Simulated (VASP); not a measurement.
# Br (I4_1/amd) in VASP: further runs

Br is run at these levels: PBE; tasks: relaxation of shape and atoms at fixed volume, single point.

Program: VASP 6.6.1. These are calculated values, not measurements. Logs are shortened: lines on timing, memory, paths and dates and some standing lists are left out, and cuts for length are marked.

## (1) The cell of the first run

Symmetry: I4_1/amd, No. 141, tetragonal system. The conventional cell has a = 5.463 Å, b = 5.463 Å, c = 3.738 Å, α = 90.00°, β = 90.00°, γ = 90.00°. Within 4.0 Å of Br (site symmetry -4m2) lie 10 Br at 2.89 to 3.91 Å.

## (2) Relaxation of shape and atoms at fixed volume, PBE

INCAR

```
PREC     = Accurate       # precision mode
ENCUT    = 600            # plane-wave cutoff, eV
EDIFF    = 1E-7           # SCF threshold, eV
ISMEAR   = -1             # smearing method
SIGMA    = 0.1            # smearing width, eV
LREAL    = False          # projectors in reciprocal space
LASPH    = True           # aspherical terms in the spheres
NELM     = 60             # most SCF steps
ALGO     = Normal         # electronic algorithm
ISIF     = 4              # what is computed and relaxed
LWAVE    = False          # write WAVECAR
LCHARG   = False          # write CHGCAR
GGA      = PE             # functional
IBRION   = 2              # ionic algorithm
NSW      = 50             # ionic steps
EDIFFG   = -0.005         # ionic threshold
```

KPOINTS

```
Automatic mesh
0
Gamma
  13 13 13
```

POSCAR

```
Br
1.0
   -2.7316818002      2.7316818002      1.8688352109
    2.7316818002     -2.7316818002      1.8688352109
    2.7316818002      2.7316818002     -1.8688352109
Br
2
Direct
   -0.3750000000     -0.1250000000     -0.2500000000
    0.3750000000      0.1250000000      0.2500000000
```

Potentials or basis: VASP PAW PBE potentials, release 64 (Br).

Started as:

```console
cat potpaw_PBE.64/Br/POTCAR > POTCAR
mpirun -np 1 vasp_std > vasp.out
```

OUTCAR:

```text
PREC = Accurate
   ENCUT = 600
   EDIFF = 1E-7
   ISMEAR = -1
   LREAL = False
   LASPH = True
   NELM = 60
   ISIF = 4
   GGA = PE
   IBRION = 2
   NSW = 50
   EDIFFG = -0.005

 ion  position               nearest neighbor table
   1  0.625  0.875  0.750-
   2  0.375  0.125  0.250-

  LATTYP: Found a body centered tetragonal cell.
 ALAT       =     5.4633636004
 C/A-ratio  =     0.6841335659

  Lattice vectors:

 A1 = (  -2.7316818002,   2.7316818002,   1.8688352109)
 A2 = (   2.7316818002,  -2.7316818002,   1.8688352109)
 A3 = (   2.7316818002,   2.7316818002,  -1.8688352109)

Analysis of symmetry for initial positions (statically):
=====================================================================
 Subroutine PRICEL returns:
 Original cell was already a primitive cell.

 Routine SETGRP: Setting up the symmetry group for a
 body centered tetragonal supercell.

 Subroutine GETGRP returns: Found 16 space group operations
 (whereof  4 operations were pure point group operations)
 out of a pool of 16 trial point group operations.

The static configuration has the point symmetry C_2h.
 The point group associated with its full space group is D_4h.

Analysis of symmetry for dynamics (positions and initial velocities):
=====================================================================
 Subroutine PRICEL returns:
 Original cell was already a primitive cell.

 Routine SETGRP: Setting up the symmetry group for a
 body centered tetragonal supercell.

 Subroutine GETGRP returns: Found 16 space group operations
 (whereof  4 operations were pure point group operations)
 out of a pool of 16 trial point group operations.

The dynamic configuration has the point symmetry C_2h.
 The point group associated with its full space group is D_4h.

 Subroutine INISYM returns: Found 16 space group operations
 (whereof  4 operations are pure point group operations),
 and found     1 'primitive' translations

----------------------------------------------------------------------------------------

                                     Primitive cell

  volume of cell :      55.7816

  direct lattice vectors                    reciprocal lattice vectors
    -2.731681800  2.731681800  1.868835211     0.000000000  0.183037424  0.267546329
     2.731681800 -2.731681800  1.868835211     0.183037424  0.000000000  0.267546329
     2.731681800  2.731681800 -1.868835211     0.183037424  0.183037424  0.000000000

  length of vectors
     4.291470140  4.291470140  4.291470140     0.324166218  0.324166218  0.258854007

  position of ions in fractional coordinates (direct lattice)
     0.625000000  0.875000000  0.750000000
     0.375000000  0.125000000  0.250000000

  ion indices of the primitive-cell ions
   primitive index   ion index
                 1           1
                 2           2

----------------------------------------------------------------------------------------

 KPOINTS: Automatic mesh

Automatic generation of k-mesh.
 Grid dimensions read from file:
 generate k-points for:   13   13   13

 Generating k-lattice:

  Cartesian coordinates                     Fractional coordinates (reciprocal lattice)
     0.000000000  0.014079802  0.020580487     0.076923077  0.000000000  0.000000000
     0.014079802  0.000000000  0.020580487     0.000000000  0.076923077  0.000000000
     0.014079802  0.014079802  0.000000000     0.000000000  0.000000000  0.076923077

  Length of vectors
     0.024935863  0.024935863  0.019911847

  Shift w.r.t. Gamma in fractional coordinates (k-lattice)
     0.000000000  0.000000000  0.000000000

 Subroutine IBZKPT returns following result:
 ===========================================

 Found    196 irreducible k-points:

 Following reciprocal coordinates:
            Coordinates               Weight
  0.000000  0.000000  0.000000      1.000000
  0.076923  0.000000 -0.000000      8.000000
  0.153846  0.000000  0.000000      8.000000
  0.230769 -0.000000  0.000000      8.000000
  0.307692  0.000000  0.000000      8.000000
  0.384615 -0.000000  0.000000      8.000000
[... 16 lines left out ...]
  0.384615  0.153846  0.000000     16.000000
  0.461538  0.153846  0.000000     16.000000
 [... further k-points ...]
   k-points           NKPTS =    196   k-points in BZ     NKDIM =    196   number of bands    NBANDS=     11
   number of dos      NEDOS =    301   number of ions     NIONS =      2
   total plane-waves  NPLWV =  46656
   dimension x,y,z NGX =    36 NGY =   36 NGZ =   36
   dimension x,y,z NGXF=    72 NGYF=   72 NGZF=   72
   ions per type =               2
   NGX,Y,Z   is equivalent  to a cutoff of  13.95, 13.95, 13.95 a.u.
   NGXF,Y,Z  is equivalent  to a cutoff of  27.89, 27.89, 27.89 a.u.
 SYSTEM =  unknown system
   PREC   = accura    normal or accurate (medium, high low for compatibility)
   ISTART =      0    job   : 0-new  1-cont  2-samecut
   ICHARG =      2    charge: 1-file 2-atom 10-const
   ISPIN  =      1    spin polarized calculation?
   LNONCOLLINEAR =      F non collinear calculations
   LSORBIT =      F    spin-orbit coupling
   LASPH  =      T    aspherical Exc in radial PAW
   ENCUT  =  600.0 eV  44.10 Ry    6.64 a.u.   8.57  8.57  8.57*2*pi/ulx,y,z
   NELM   =     60;   NELMIN=  2; NELMDL= -5     # of ELM steps
   EDIFF  = 0.1E-06   stopping-criterion for ELM
   LREAL  =      F    real-space projection
   EDIFFG = -.5E-02   stopping-criterion for IOM
   NSW    =     50    number of steps for IOM
   IBRION =      2    ionic relax: 0-MD 1-quasi-New 2-CG
   NFREE  =      1    steps in history (QN), initial steepest desc. (CG)
   ISIF   =      4    stress and relaxation
   ISYM   =      2    0-nonsym 1-usesym 2-fastsym
   POTIM  = 0.5000    time-step for ionic-motion
   TEBEG  =    0.0;   TEEND  =   0.0 temperature during run
   PSTRESS=    0.0 pullay stress
   NELECT =      14.0000    total number of electrons
   NUPDOWN=      -1.0000    fix difference up-down
   EMIN   =  10.00;   EMAX   =-10.00  energy-range for DOS
   EFERMI =   0.00;   METHOD = LEGACY
   ISMEAR =    -1;   SIGMA  =   0.10  broadening in eV -4-tet -1-fermi 0-gaus
   EFERMI_NEDOS =   21; number of points for ismear=-14 and -15
   IALGO  =     38    algorithm
   IMIX   =      4    mixing-type and parameters
     AMIX     =   0.40;   BMIX     =  1.00
     AMIX_MAG =   1.60;   BMIX_MAG =  1.00
  volume/ion in A,a.u.               =      27.89       188.22
  Fermi-wavevector in a.u.,A,eV,Ry     =   1.032651  1.951428 14.508832  1.066369
  Thomas-Fermi vector in A             =   2.166860
   LORBIT       =      0    0 simple, 1 ext, 2 COOP (PROOUT), +10 PAW based schemes
   GGA     = PE    functional components
   LHFCALC =     F    Hartree Fock is set to
   AEXX    =    0.0000 exact exchange contribution
   IVDW    =     0    specifies the selected vdW correction
   LEPSILON=     F    determine dielectric tensor
   LRPA    =     F    only Hartree local field effects (RPA)
 conjugate gradient relaxation of ions
 non-spin polarized calculation
  energy-cutoff  :      600.00
  volume of cell :       55.78
 maximum number of plane-waves:      1899
   NGX = 17   NGY = 17   NGZ = 17

--------------------------------------- Ionic step        1  -------------------------------------------

 number of electron      14.0000002 magnetization

 Free energy of the ion-electron system (eV)
  ---------------------------------------------------
  ext. energy  EPLUGINS =         0.00000000
  ---------------------------------------------------
  free energy    TOTEN  =        -2.26816228 eV

  energy without entropy =       -2.16787435  energy(sigma->0) =       -2.21801832

------------------------ aborting loop because EDIFF is reached ----------------------------------------

  FORCE on cell =-STRESS in cart. coord.  units (eV):
  Direction    XX          YY          ZZ          XY          YZ          ZX
  --------------------------------------------------------------------------------------
  -------------------------------------------------------------------------------------
  Total        1.9167973      1.9167973      0.7009423     -0.0000000     -0.0000000      0.0000000
  in kB       55.0548461     55.0548461     20.1326833     -0.0000000     -0.0000000      0.0000000
  external PRESSURE =      43.4141252 kB  Pullay stress =       0.0000000 kB

 VOLUME and BASIS-vectors are now :
 -----------------------------------------------------------------------------
  energy-cutoff  :      600.00
  volume of cell :       55.78
      direct lattice vectors                 reciprocal lattice vectors
    -2.731681800  2.731681800  1.868835211     0.000000000  0.183037424  0.267546329
     2.731681800 -2.731681800  1.868835211     0.183037424  0.000000000  0.267546329
     2.731681800  2.731681800 -1.868835211     0.183037424  0.183037424  0.000000000
[... 73 lines left out ...]
 POSITION                                       TOTAL-FORCE (eV/Angst)
 -----------------------------------------------------------------------------------
      2.78328      1.39164      1.35014         0.000000      0.000000     -0.000000
      0.00000      1.39164      0.45005        -0.000000     -0.000000      0.000000
 -----------------------------------------------------------------------------------
    total drift:                               -0.000000     -0.000000      0.000000

  FREE ENERGIE OF THE ION-ELECTRON SYSTEM (eV)
  ---------------------------------------------------
  free  energy   TOTEN  =        -2.2918992647 eV

  energy  without entropy=       -2.1928616804  energy(sigma->0) =       -2.24238047

--------------------------------------- Ionic step        4  -------------------------------------------

 number of electron      14.0000000 magnetization

 Free energy of the ion-electron system (eV)
  ---------------------------------------------------
  ext. energy  EPLUGINS =         0.00000000
  ---------------------------------------------------
  free energy    TOTEN  =        -2.29191151 eV

  energy without entropy =       -2.19288699  energy(sigma->0) =       -2.24239925

 E-fermi :   1.6811     XC(G=0):  -8.8981

 val. band max:        1.6788173273   @ k =   0.3077   0.2308   0.0769
 cond. band min:       1.6811557633   @ k =  -0.1538   0.0769   0.0000
 fundamental gap:      0.0023384361
 Fermi energy:         1.6810515190

 k-point     1 :       0.0000    0.0000    0.0000
  band No.  band energies     occupation
      1     -14.2789      2.00000
      2     -11.5337      2.00000
      3      -2.2826      2.00000
      4      -2.2826      2.00000
      5       0.7263      1.99986
      6       0.8200      1.99964
      7       1.9756      0.09994
      8       1.9756      0.09994
      9       7.3009      0.00000
     10       8.1479      0.00000
     11      11.0731      0.00000

 k-point     2 :       0.0769    0.0000   -0.0000
  band No.  band energies     occupation
      1     -14.2361      2.00000
      2     -11.5597      2.00000
      3      -2.2962      2.00000
      4      -2.2108      2.00000
      5       0.5659      1.99997
      6       0.6304      1.99995
      7       1.8876      0.22505
      8       1.9643      0.11117
      9       7.4306      0.00000
     10       8.4924      0.00000
     11      11.2114      0.00000
[... 295 lines left out ...]
 k-point    24 :       0.4615    0.1538    0.0000
  band No.  band energies     occupation
      1     -13.2473      2.00000
      2     -12.2846      2.00000
      3      -2.8252      2.00000
      4      -2.0014      2.00000
      5      -1.4367      2.00000
      6       0.0391      2.00000
      7       0.9911      1.99799
      8       1.8342      0.35564
      9       9.1229      0.00000
     10       9.8915      0.00000
     11      11.1562      0.00000

 [... further k-points ...]

------------------------ aborting loop because EDIFF is reached ----------------------------------------

  FORCE on cell =-STRESS in cart. coord.  units (eV):
  Direction    XX          YY          ZZ          XY          YZ          ZX
  --------------------------------------------------------------------------------------
  -------------------------------------------------------------------------------------
  Total        1.1402471      1.1402471      1.1414247     -0.0000000     -0.0000000      0.0000000
  in kB       32.7505314     32.7505314     32.7843528     -0.0000000     -0.0000000      0.0000000
  external PRESSURE =      32.7618052 kB  Pullay stress =       0.0000000 kB

 VOLUME and BASIS-vectors are now :
 -----------------------------------------------------------------------------
  energy-cutoff  :      600.00
  volume of cell :       55.78
      direct lattice vectors                 reciprocal lattice vectors
    -2.784525579  2.784525579  1.798576037     0.000000000  0.179563802  0.277997699
     2.784525579 -2.784525579  1.798576037     0.179563802  0.000000000  0.277997699
     2.784525579  2.784525579 -1.798576037     0.179563802  0.179563802  0.000000000

 POSITION                                       TOTAL-FORCE (eV/Angst)
 -----------------------------------------------------------------------------------
      2.78453      1.39226      1.34893         0.000000     -0.000000     -0.000000
      0.00000      1.39226      0.44964        -0.000000      0.000000      0.000000
 -----------------------------------------------------------------------------------
    total drift:                               -0.000000     -0.000000      0.000000

  FREE ENERGIE OF THE ION-ELECTRON SYSTEM (eV)
  ---------------------------------------------------
  free  energy   TOTEN  =        -2.2919115124 eV

  energy  without entropy=       -2.1928869884  energy(sigma->0) =       -2.24239925

 reached required accuracy - stopping structural energy minimisation
```

Run time: 3.3 min. Hardware: 1 thread of Intel Xeon Platinum 8488C (Sapphire Rapids), shared host; peak memory 0.3 GiB.

Results:

- Free energy: -2.2919 eV
- Energy gained by relaxing: 11.9 meV/atom
- Ionic steps: 4
- Pressure after relaxing: 3.3 GPa
- Band gap on the k mesh: zero (bands 7 and 8 overlap by 1.84 eV)

Step by step:
```csv
step,energy change (eV),largest force (eV/Å),pressure (GPa),volume (Å³)
1,0.0000,0.0000,4.34,55.78
2,-0.0180,0.0000,3.76,55.78
3,-0.0237,0.0000,3.30,55.78
4,-0.0237,0.0000,3.28,55.78
```

Final structure:
```cif
data_structure
_symmetry_space_group_name_H-M 'P 1'
_symmetry_Int_Tables_number 1
_cell_length_a 4.3292
_cell_length_b 4.3292
_cell_length_c 4.3292
_cell_angle_alpha 99.939
_cell_angle_beta 99.939
_cell_angle_gamma 130.904
_cell_volume 55.78
loop_
_atom_site_label
_atom_site_type_symbol
_atom_site_fract_x
_atom_site_fract_y
_atom_site_fract_z
_atom_site_occupancy
Br1 Br 0.62500 0.87500 0.75000 1
Br2 Br 0.37500 0.12500 0.25000 1
```

(Part 1 of 2 ends here.)
